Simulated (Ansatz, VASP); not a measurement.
P: VASP beside Ansatz

```
P
1.0
     3.36582    0.00000    0.00000
     0.00000   35.72846    0.00000
     0.00000    0.00000    4.40048
P
4
Direct
  0.00000 0.97026 0.59215
  0.00000 0.02974 0.40785
  0.50000 0.02974 0.09215
  0.50000 0.97026 0.90785
```

Change from the starting cell: strain +0.025 along x and y, -0.050 along z, atoms carried along.

Alike in both runs: task single point; functional PBEsol; k mesh 8 × 1 × 6; occupations gaussian, width 0.05 eV; no spin polarisation.

|  | VASP | Ansatz |
| --- | --- | --- |
| version | VASP 6.6.1 | Ansatz 0.2.0 |
| potentials or method | VASP PAW PBE potentials, release 64 (P), cutoff 520 eV | scalar-relativistic, plane waves, PAW |
| valence electrons in the cell | 20 | 20 |

```csv
,VASP,Ansatz,Ansatz less VASP
gap on the k mesh at the Fermi level (eV),0.53,0.52,-0.006
least direct gap on the mesh (eV),0.53,0.52,-0.006
rms of the force components (eV/Å),0.561,0.566,+0.0046
```

VASP's potentials were made for PBE, not for PBEsol. Atom by atom the forces differ by 0.010 eV/Å (rms over components).
